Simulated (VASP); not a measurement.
Runs of VASP 6.6.1 on Au. The structure is that of space group Fm-3m (No. 225), or close to it. The cells are those of the table. 

```csv
task,cell,gap on the mesh (eV),pressure (GPa)
single point,"a = 2.887 Å, angles 60.0°, 1 atom",none,-0.3
relaxation of cell and atoms,"relaxed from a = 2.878 Å, angles 60.0°, 1 atom",none,0.0
single point,"a = 2.772 Å, angles 60.0°, 1 atom",none,(a)
single point,"a = 2.735 Å, angles 60.0°, 1 atom",none,44.7
relaxation of cell and atoms,"relaxed to 15 GPa from a = 2.878 Å, angles 60.0°, 1 atom",none,15.1
```

Alike in all rows: level PBEsol; potentials or basis VASP PAW PBE potentials, release 64 (Au); no spin polarisation; k mesh 20 × 20 × 20; cutoff (eV) 500; smearing gaussian 0.05 eV.

Question: Estimate the missing entries.

Answer: (a) 29.7.

Caveats: the PAW data sets were made with another functional, which shifts forces and pressure a little; spin-orbit coupling is left out, which moves the levels of the heavy elements; the cell stands under pressure (at least some runs); the cell is relaxed towards a set pressure, so the run minimises the enthalpy, not the energy (at least some runs).

A k mesh can miss the band edges, and the runs leave out spin-orbit coupling on Au.

A gap of «none» marks levels without a gap at the run's occupations.
